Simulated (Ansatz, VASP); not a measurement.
# Rb: VASP beside Ansatz

The input INCAR:

```
PREC = Accurate ; ENCUT = 520
EDIFF = 1E-6 ; ISMEAR = 0
SIGMA = 0.1 ; LREAL = False
LASPH = True ; NELM = 60
ALGO = Fast ; ISIF = 2
LWAVE = False ; LCHARG = True
GGA = PS ; LELF = True
LVHAR = True ; NBANDS = 10
```

KPOINTS

```
Automatic mesh
0
Gamma
  14 14 14
```

Contents of POSCAR:

```
Rb
1.0
   -2.2813359107      2.2813359107      3.1862216903
    2.2813359107     -2.2813359107      3.1862216903
    2.2813359107      2.2813359107     -3.1862216903
Rb
1
Direct
    0.0000000000      0.0000000000      0.0000000000
```

Input for Ansatz:

```yaml
crystal:
  lattice:
    - [-2.2813359107, 2.2813359107, 3.1862216903]
    - [2.2813359107, -2.2813359107, 3.1862216903]
    - [2.2813359107, 2.2813359107, -3.1862216903]
  atoms:
    - { symbol: Rb, position: [0.0, 0.0, 0.0] }
basis:
  ecutwfc: 420
kpoints:
  mp_grid: { grid: [14, 14, 14] }
hamiltonian:
  xc: pbesol
scf:
  occupations: { method: gaussian, width: 0.1 }
output:
  forces: true
  stress: true
  eigenvalues: true
```

Alike in both runs: task single point; functional PBEsol; k mesh 14 × 14 × 14; occupations gaussian, width 0.1 eV; no spin polarisation.

```csv
,VASP,Ansatz
version,VASP 6.6.1,Ansatz 0.2.0
potentials or method,"VASP PAW PBE potentials, release 64 (Rb_sv), cutoff 520 eV","scalar-relativistic, plane waves, PAW"
valence electrons in the cell,9,9
```

|  | VASP | Ansatz | Ansatz less VASP |
| --- | --- | --- | --- |
| gap on the k mesh at the Fermi level (eV) | none | none | - |
| pressure (GPa) | 1.3 | 1.3 | 0.00 |

VASP's potentials were made for PBE, not for PBEsol. A gap of «none» marks a metal or a gap that the smearing closes.
